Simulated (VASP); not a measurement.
Crystal: CuI.

```
CELL_PARAMETERS angstrom
0.00000 3.07139 3.07139
3.07139 0.00000 3.07139
3.07139 3.07139 0.00000
ATOMIC_POSITIONS crystal
I 0.00000 0.00000 0.00000
Cu 0.75000 0.75000 0.75000
```

Program: VASP 6.6.1. Alike in all runs: task single point; potentials or basis VASP PAW PBE potentials, release 64 (I, Cu); no spin polarisation; cell as given; cutoff (eV) 520; smearing fermi-dirac 0.05 eV.

Order these runs on this cell by their pressure, lowest first.
A. level SVWN5; k mesh 8 × 8 × 8
B. level RPBE; k mesh 8 × 8 × 8
C. level HF; k mesh 4 × 4 × 4; grid for exact exchange (PRECFOCK) Normal; share of exact exchange 1
D. level PBE+D3(BJ); k mesh 8 × 8 × 8

A (-5.5 GPa), D (-2.8 GPa), B (0.8 GPa), C (6.3 GPa).

Caveats: some runs use coarse meshes; the PAW data sets were made with another functional, which shifts forces and pressure a little (at least some runs); the cell stands under tension (at least some runs).
